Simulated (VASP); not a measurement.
# SnGe5Te6 (P-3m1) in VASP: further runs, part 2 of 2

VASP 6.6.1. Earlier steps stand in the parts before.

## 3. Single point, PBE

File INCAR:

```
SYSTEM = SnGe5Te6
PREC = Accurate
ENCUT = 520
EDIFF = 1E-6
ISMEAR = 0
SIGMA = 0.2
LREAL = .False.
LASPH = .True.
NELM = 60
ALGO = Normal
ISIF = 2
LWAVE = .False.
LCHARG = .False.
GGA = PE
NBANDS = 72
```

File KPOINTS:

```
regular mesh
0
Gamma
  6 6 1
  0 0 0
```

File POSCAR:

```
SnGe5Te6
1.0
    4.2925411850      0.0000000000      0.0000000000
   -2.1462705925      3.7174497130      0.0000000000
    0.0000000000      0.0000000000     21.1020434000
Sn Ge Te
1 5 6
Direct
    0.0000000000      0.0000000000      0.5000000000
    0.3333333333      0.6666666667      0.8370860000
    0.6666666667      0.3333333333      0.6743670000
    0.3333333333      0.6666666667      0.3256330000
    0.6666666667      0.3333333333      0.1629140000
    0.0000000000      0.0000000000      0.0000000000
    0.0000000000      0.0000000000      0.7556340000
    0.3333333333      0.6666666667      0.5935230000
    0.6666666667      0.3333333333      0.4064770000
    0.0000000000      0.0000000000      0.2443660000
    0.3333333333      0.6666666667      0.0815060000
    0.6666666667      0.3333333333      0.9184940000
```

Potentials or basis: VASP PAW PBE potentials, release 64 (Sn_d, Ge_d, Te).

The run is started by

```console
> cat potpaw_PBE.64/Sn_d/POTCAR potpaw_PBE.64/Ge_d/POTCAR potpaw_PBE.64/Te/POTCAR > POTCAR
> mpirun -np 1 vasp_std > vasp.out
```

OUTCAR:

```text
SYSTEM = SnGe5Te6
   PREC = Accurate
   ENCUT = 520
   EDIFF = 1E-6
   ISMEAR = 0
   LREAL = .False.
   LASPH = .True.
   NELM = 60
   ISIF = 2
   GGA = PE

 ion  position               nearest neighbor table
   1  0.000  0.000  0.500-   8 3.17   9 3.17   8 3.17   9 3.17   9 3.17   8 3.17
   2  0.333  0.667  0.837-  12 3.02  12 3.02  12 3.02   7 3.02   7 3.02   7 3.02
   3  0.667  0.333  0.674-   8 3.01   8 3.01   8 3.01   7 3.01   7 3.01   7 3.01
   4  0.333  0.667  0.326-   9 3.01   9 3.01   9 3.01  10 3.01  10 3.01  10 3.01
   5  0.667  0.333  0.163-  11 3.02  11 3.02  11 3.02  10 3.02  10 3.02  10 3.02
   6  0.000  0.000  0.000-  11 3.02  12 3.02  11 3.02  12 3.02  12 3.02  11 3.02
   7  0.000  0.000  0.756-   3 3.01   3 3.01   3 3.01   2 3.02   2 3.02   2 3.02
   8  0.333  0.667  0.594-   3 3.01   3 3.01   3 3.01   1 3.17   1 3.17   1 3.17
   9  0.667  0.333  0.406-   4 3.01   4 3.01   4 3.01   1 3.17   1 3.17   1 3.17
  10  0.000  0.000  0.244-   4 3.01   4 3.01   4 3.01   5 3.02   5 3.02   5 3.02
  11  0.333  0.667  0.082-   5 3.02   5 3.02   5 3.02   6 3.02   6 3.02   6 3.02
  12  0.667  0.333  0.918-   2 3.02   2 3.02   2 3.02   6 3.02   6 3.02   6 3.02

  LATTYP: Found a hexagonal cell.
 ALAT       =     4.2925411850
 C/A-ratio  =     4.9159792511

  Lattice vectors:

 A1 = (   4.2925411850,   0.0000000000,   0.0000000000)
 A2 = (  -2.1462705925,   3.7174497130,   0.0000000000)
 A3 = (   0.0000000000,   0.0000000000,  21.1020434000)

Analysis of symmetry for initial positions (statically):
=====================================================================
 Subroutine PRICEL returns:
 Original cell was already a primitive cell.

 Routine SETGRP: Setting up the symmetry group for a
 hexagonal supercell.

 Subroutine GETGRP returns: Found 12 space group operations
 (whereof 12 operations were pure point group operations)
 out of a pool of 24 trial point group operations.

The static configuration has the point symmetry D_3d.

Analysis of symmetry for dynamics (positions and initial velocities):
=====================================================================
 Subroutine PRICEL returns:
 Original cell was already a primitive cell.

 Routine SETGRP: Setting up the symmetry group for a
 hexagonal supercell.

 Subroutine GETGRP returns: Found 12 space group operations
 (whereof 12 operations were pure point group operations)
 out of a pool of 24 trial point group operations.

The dynamic configuration has the point symmetry D_3d.

 Subroutine INISYM returns: Found 12 space group operations
 (whereof 12 operations are pure point group operations),
 and found     1 'primitive' translations

----------------------------------------------------------------------------------------

                                     Primitive cell

  volume of cell :     336.7318

  direct lattice vectors                    reciprocal lattice vectors
     4.292541185  0.000000000  0.000000000     0.232962238  0.134500811  0.000000000
    -2.146270593  3.717449713  0.000000000     0.000000000  0.269001621  0.000000000
     0.000000000  0.000000000 21.102043400     0.000000000  0.000000000  0.047388776

  length of vectors
     4.292541185  4.292541185 21.102043400     0.269001621  0.269001621  0.047388776

[... 66 lines left out ...]
   total plane-waves  NPLWV = 163840
   dimension x,y,z NGX =    32 NGY =   32 NGZ =  160
   dimension x,y,z NGXF=    64 NGYF=   64 NGZF=  320
   ions per type =               1   5   6
   NGX,Y,Z   is equivalent  to a cutoff of  12.39, 12.39, 12.61 a.u.
   NGXF,Y,Z  is equivalent  to a cutoff of  24.79, 24.79, 25.21 a.u.
 SYSTEM =  SnGe5Te6
   PREC   = accura    normal or accurate (medium, high low for compatibility)
   ISTART =      0    job   : 0-new  1-cont  2-samecut
   ICHARG =      2    charge: 1-file 2-atom 10-const
   ISPIN  =      1    spin polarized calculation?
   LNONCOLLINEAR =      F non collinear calculations
   LSORBIT =      F    spin-orbit coupling
   LASPH  =      T    aspherical Exc in radial PAW
   ENCUT  =  520.0 eV  38.22 Ry    6.18 a.u.   7.98  7.98 39.24*2*pi/ulx,y,z
   NELM   =     60;   NELMIN=  2; NELMDL= -5     # of ELM steps
   EDIFF  = 0.1E-05   stopping-criterion for ELM
   LREAL  =      F    real-space projection
   EDIFFG = 0.1E-04   stopping-criterion for IOM
   NSW    =      0    number of steps for IOM
   IBRION =     -1    ionic relax: 0-MD 1-quasi-New 2-CG
   NFREE  =      0    steps in history (QN), initial steepest desc. (CG)
   ISIF   =      2    stress and relaxation
   ISYM   =      2    0-nonsym 1-usesym 2-fastsym
   POTIM  = 0.5000    time-step for ionic-motion
   TEBEG  =    0.0;   TEEND  =   0.0 temperature during run
   PSTRESS=    0.0 pullay stress
   NELECT =     120.0000    total number of electrons
   NUPDOWN=      -1.0000    fix difference up-down
   EMIN   =  10.00;   EMAX   =-10.00  energy-range for DOS
   EFERMI =   0.00;   METHOD = LEGACY
   ISMEAR =     0;   SIGMA  =   0.20  broadening in eV -4-tet -1-fermi 0-gaus
   EFERMI_NEDOS =   21; number of points for ismear=-14 and -15
   IALGO  =     38    algorithm
   IMIX   =      4    mixing-type and parameters
     AMIX     =   0.40;   BMIX     =  1.00
     AMIX_MAG =   1.60;   BMIX_MAG =  1.00
  volume/ion in A,a.u.               =      28.06       189.36
  Fermi-wavevector in a.u.,A,eV,Ry     =   1.160666  2.193340 18.329024  1.347145
  Thomas-Fermi vector in A             =   2.297246
   LORBIT       =      0    0 simple, 1 ext, 2 COOP (PROOUT), +10 PAW based schemes
   GGA     = PE    functional components
   LHFCALC =     F    Hartree Fock is set to
   AEXX    =    0.0000 exact exchange contribution
   IVDW    =     0    specifies the selected vdW correction
   LEPSILON=     F    determine dielectric tensor
   LRPA    =     F    only Hartree local field effects (RPA)
 non-spin polarized calculation
 Gauss-broadening in eV      SIGMA  =   0.20
  energy-cutoff  :      520.00
  volume of cell :      336.73
 maximum number of plane-waves:      9090
 NGX is ok and might be reduce to    32
   NGX = 15   NGY = 15   NGZ = 79

 number of electron     119.9999994 magnetization

 Free energy of the ion-electron system (eV)
  ---------------------------------------------------
  ext. energy  EPLUGINS =         0.00000000
  ---------------------------------------------------
  free energy    TOTEN  =       -46.47372389 eV

  energy without entropy =      -46.45522707  energy(sigma->0) =      -46.46447548

 E-fermi :   6.1740     XC(G=0):  -9.6899

 val. band max:        6.1211981551   @ k =   0.0000   0.0000   0.0000
 cond. band min:       6.3629726712   @ k =   0.5000   0.0000   0.0000
 fundamental gap:      0.2417745161
 Fermi energy:         6.1739721525

 k-point     1 :       0.0000    0.0000    0.0000
  band No.  band energies     occupation
      1     -18.9403      2.00000
      2     -18.9403      2.00000
      3     -18.9370      2.00000
      4     -18.9370      2.00000
      5     -18.9369      2.00000
      6     -18.9369      2.00000
[... 514 lines left out ...]
     71      10.5071      0.00000
     72      10.7676      0.00000

------------------------ aborting loop because EDIFF is reached ----------------------------------------

  FORCE on cell =-STRESS in cart. coord.  units (eV):
  Direction    XX          YY          ZZ          XY          YZ          ZX
  --------------------------------------------------------------------------------------
  -------------------------------------------------------------------------------------
  Total        0.2545770      0.2545770      0.7568658      0.0000000      0.0000000      0.0000000
  in kB        1.2112831      1.2112831      3.6011847      0.0000000      0.0000000      0.0000000
  external PRESSURE =       2.0079170 kB  Pullay stress =       0.0000000 kB

 VOLUME and BASIS-vectors are now :
 -----------------------------------------------------------------------------
  energy-cutoff  :      520.00
  volume of cell :      336.73
      direct lattice vectors                 reciprocal lattice vectors
     4.292541185  0.000000000  0.000000000     0.232962238  0.134500811  0.000000000
    -2.146270593  3.717449713  0.000000000     0.000000000  0.269001621  0.000000000
     0.000000000  0.000000000 21.102043400     0.000000000  0.000000000  0.047388776

 POSITION                                       TOTAL-FORCE (eV/Angst)
 -----------------------------------------------------------------------------------
      0.00000      0.00000     10.55102        -0.000000      0.000000     -0.000000
     -0.00000      2.47830     17.66423        -0.000000      0.000000      0.000048
      2.14627      1.23915     14.23052         0.000000      0.000000     -0.005030
     -0.00000      2.47830      6.87152         0.000000      0.000000      0.005030
      2.14627      1.23915      3.43782        -0.000000      0.000000     -0.000048
      0.00000      0.00000      0.00000        -0.000000      0.000000     -0.000000
      0.00000      0.00000     15.94542        -0.000000     -0.000000     -0.000759
     -0.00000      2.47830     12.52455        -0.000000      0.000000      0.020814
      2.14627      1.23915      8.57750        -0.000000      0.000000     -0.020814
      0.00000      0.00000      5.15662        -0.000000      0.000000      0.000759
     -0.00000      2.47830      1.71994        -0.000000      0.000000     -0.003092
      2.14627      1.23915     19.38210        -0.000000     -0.000000      0.003092
 -----------------------------------------------------------------------------------
    total drift:                               -0.000000      0.000000     -0.000000

  FREE ENERGIE OF THE ION-ELECTRON SYSTEM (eV)
  ---------------------------------------------------
  free  energy   TOTEN  =       -46.4737238939 eV

  energy  without entropy=      -46.4552270740  energy(sigma->0) =      -46.46447548
```

Wall time 5.8 min (1 thread of Intel Xeon 8259CL, shared host); peak memory 0.48 GiB.

What came out:

```
Free energy            : -46.4737 eV
Pressure               : 0.2 GPa
Largest force          : 0.021 eV/Å
Band gap on the k mesh : 0.24 eV
```

Forces in eV/Å, atoms in the order of the input:
```
Sn   0.000  0.000  0.000
Ge   0.000  0.000  0.000
Ge   0.000  0.000 -0.005
Ge   0.000  0.000  0.005
Ge   0.000  0.000  0.000
Ge   0.000  0.000  0.000
Te   0.000  0.000 -0.001
Te   0.000  0.000  0.021
Te   0.000  0.000 -0.021
Te   0.000  0.000  0.001
Te   0.000  0.000 -0.003
Te   0.000  0.000  0.003
```

Stress tensor (GPa, compression positive):
```
0.12 0.00 0.00
0.00 0.12 0.00
0.00 0.00 0.36
```

Caveat: spin-orbit coupling is left out, which moves the levels of the heavy elements; an odd mesh through Γ misses points on the zone boundary, where band edges can lie.
